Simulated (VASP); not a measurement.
Write the native input for VASP 6.6.1 that does the following.

```yaml
Task: relaxation of cell and atoms
Functional: LDA
Potentials_or_basis: VASP PAW LDA potentials, release 64 (Ga_d)
Cutoff: 600 eV
k_mesh: 20 × 20 × 20
Occupations: fermi-dirac, width 0.1 eV
Spin: no spin polarisation
Target_pressure: 450 GPa
Dipole_correction: no
Further_INCAR_settings: ALGO = Normal; EDIFF = 1e-06; IBRION = 2; EDIFFG = -0.005; NSW = 32; ISIF = 3
```

The structure of Ga lies in POSCAR:

```
Ga
1.0
   -1.9224524590      1.9224524590      1.0063249121
    1.9224524590     -1.9224524590      1.0063249121
    1.9224524590      1.9224524590     -1.0063249121
Ga
2
Direct
   -0.3750000000     -0.1250000000     -0.2500000000
    0.3750000000      0.1250000000      0.2500000000
```

The input as run:

INCAR

```
PREC = Accurate ; ENCUT = 600
EDIFF = 1E-6 ; ISMEAR = -1
SIGMA = 0.1 ; LREAL = False
LASPH = True ; NELM = 80
ALGO = Normal ; ISIF = 3
LWAVE = False ; LCHARG = False
IBRION = 2 ; NSW = 32
EDIFFG = -0.005 ; PSTRESS = 4500.0
```

KPOINTS

```
regular mesh
0
Gamma
  20 20 20
```

Potentials or basis: VASP PAW LDA potentials, release 64 (Ga_d).

Run with:

```bash
$ cat potpaw_LDA.64/Ga_d/POTCAR > POTCAR
$ mpirun -np 1 vasp_std > vasp.out
```

Results of the run:

* Relaxed volume: 7.51 Å³/atom
* Relaxed cell: a = 2.909 Å, b = 2.909 Å, c = 2.909 Å, α = 96.91°, β = 96.91°, γ = 139.41°
* Space group after relaxing (to 0.05 Å): I4_1/amd (No. 141)
* Energy change on relaxing (the enthalpy is what falls): -214.3 meV/atom
* Ionic steps: 10
* Pressure after relaxing: 450.0 GPa
* Band gap on the k mesh: zero (band 13 reaches 24.97 eV, above the bottom of band 14 at 11.86 eV)

Caveat: the cell is relaxed towards a set pressure, so the enthalpy falls and the energy may rise.

It took 9.1 min on 1 thread of AMD EPYC 7R13, with other jobs on the host, peak memory 0.29 GiB.
